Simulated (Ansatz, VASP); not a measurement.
**One calculation of Ag, two programs**

Contents of INCAR:

```
PREC     = Accurate       # precision mode
ENCUT    = 520            # plane-wave cutoff, eV
EDIFF    = 1E-6           # SCF threshold, eV
ISMEAR   = 1              # smearing method
SIGMA    = 0.6            # smearing width, eV
LREAL    = False          # projectors in reciprocal space
LASPH    = True           # aspherical terms in the spheres
NELM     = 60             # most SCF steps
ALGO     = Normal         # electronic algorithm
ISIF     = 2              # what is computed and relaxed
LWAVE    = False          # write WAVECAR
LCHARG   = False          # write CHGCAR
GGA      = PE             # functional
NBANDS   = 12             # bands
```

KPOINTS

```
regular mesh
0
Gamma
  13 13 13
```

POSCAR

```
Ag
1.0
    0.0000000000      2.0734381516      2.0734381516
    2.0734381516      0.0000000000      2.0734381516
    2.0734381516      2.0734381516      0.0000000000
Ag
1
Direct
    0.0000000000      0.0000000000      0.0000000000
```

Input for Ansatz:

```yaml
crystal:
  lattice:
    - [0.0, 2.0734381516, 2.0734381516]
    - [2.0734381516, 0.0, 2.0734381516]
    - [2.0734381516, 2.0734381516, 0.0]
  atoms:
    - { symbol: Ag, position: [0.0, 0.0, 0.0] }
hamiltonian:
  xc: pbe
  pseudopotentials:
    kind: paw
    azcp:
      Ag: "pseudopotentials/Ag.paw.azcp"
basis:
  ecutwfc: 420
  fft_grid_basis: typed
kpoints:
  mp_grid: { grid: [13, 13, 13], shift: [0, 0, 0] }
magnetization:
  spin_polarized: false
scf:
  occupations: { method: cold, width: 0.6 }
  lower_state_search: "off"
output:
  stress: true
```

Alike in both runs: task single point; functional PBE; k mesh 13 × 13 × 13; no spin polarisation.

|  | VASP | Ansatz |
| --- | --- | --- |
| version | VASP 6.6.1 | Ansatz 0.2.0 |
| potentials or method | VASP PAW PBE potentials, release 64 (Ag), cutoff 520 eV | plane waves (420 eV) with PAW, scalar-relativistic |
| occupations | methfessel-paxton of order 1, width 0.6 eV | cold, width 0.6 eV |
| valence electrons in the cell | 11 | 19 |

|  | VASP | Ansatz | Ansatz less VASP |
| --- | --- | --- | --- |
| pressure (GPa) | -0.1 | 0.0 | +0.11 |

VASP's potentials hold 11 valence electrons a cell and Ansatz's 19, so a difference there can come from the potentials and not from the codes.
